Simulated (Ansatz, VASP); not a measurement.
One calculation of TaTiGe4, two programs

INCAR

```
SYSTEM = TaTiGe4
PREC = Accurate
ENCUT = 520
EDIFF = 1E-6
ISMEAR = 0
SIGMA = 0.1
LREAL = .FALSE.
LASPH = .TRUE.
NELM = 150
ALGO = Normal
ISIF = 2
LWAVE = .FALSE.
LCHARG = .FALSE.
ISPIN = 2
MAGMOM = 1 0 0 0 0 0
LORBIT = 11
LMAXMIX = 4
GGA = PE
NBANDS = 52
```

Contents of KPOINTS:

```
regular mesh
0
G
  4 4 4
  0 0 0
```

The input POSCAR:

```
TaTiGe4
1.0
    0.0000000000      4.3506821000      4.4343361000
    2.5354921000      0.0000000000      4.4343361000
    2.5354921000      4.3506821000      0.0000000000
Ti Ta Ge
1 1 4
Direct
    0.5000000000      0.5000000000      0.5000000000
    0.7500000000      0.7500000000      0.7500000000
    0.0836860000      0.4163140000      0.0836860000
    0.1618030000      0.8381970000      0.1618030000
    0.8381970000      0.1618030000      0.8381970000
    0.4163140000      0.0836860000      0.4163140000
```

Input for Ansatz:

```yaml
crystal:
  lattice:
    - [0.0, 4.3506821, 4.4343361]
    - [2.5354921, 0.0, 4.4343361]
    - [2.5354921, 4.3506821, 0.0]
  atoms:
    - { symbol: Ti, position: [0.5, 0.5, 0.5], spin: 1.0 }
    - { symbol: Ta, position: [0.75, 0.75, 0.75] }
    - { symbol: Ge, position: [0.083686, 0.416314, 0.083686] }
    - { symbol: Ge, position: [0.161803, 0.838197, 0.161803] }
    - { symbol: Ge, position: [0.838197, 0.161803, 0.838197] }
    - { symbol: Ge, position: [0.416314, 0.083686, 0.416314] }
basis:
  ecutwfc: 420
kpoints:
  mp_grid: { grid: [4, 4, 4] }
hamiltonian:
  xc: pbe
scf:
  occupations: { method: gaussian, width: 0.1 }
  lower_state_search: "off"
output:
  forces: true
  stress: true
  eigenvalues: true
  populations: true
magnetization:
  spin_polarized: true
```

Alike in both runs: task single point; functional PBE; k mesh 4 × 4 × 4; occupations gaussian, width 0.1 eV; collinear spin.

```csv
,VASP,Ansatz
version,VASP 6.6.1,Ansatz 0.2.0
potentials or method,"VASP PAW PBE potentials, release 64 (Ti_sv, Ta_pv, Ge_d), cutoff 520 eV","scalar-relativistic, plane waves, PAW"
valence electrons in the cell,79,81
```

|  | VASP | Ansatz | Ansatz less VASP |
| --- | --- | --- | --- |
| gap on the k mesh at the Fermi level (eV) | none | none | - |
| pressure (GPa) | 0.0 | -0.2 | -0.11 |
| traceless stress, the component that is largest in VASP (GPa) | 0.16 | 0.13 | -0.023 |
| rms of the force components (eV/Å) | 0.029 | 0.029 | -0.0005 |
| net moment per atom (μB) | 0.00 | 0.00 | 0.000 |

Atom by atom the forces differ by 0.001 eV/Å (rms over components). A gap of «none» marks a metal or a gap that the smearing closes. VASP's potentials hold 79 valence electrons a cell and Ansatz's 81, so a difference there can come from the potentials and not from the codes. Ansatz's warnings: seeded moment not kept.

The k mesh is coarse, so the values compare programs but aren't converged. Spin-orbit coupling is off throughout.
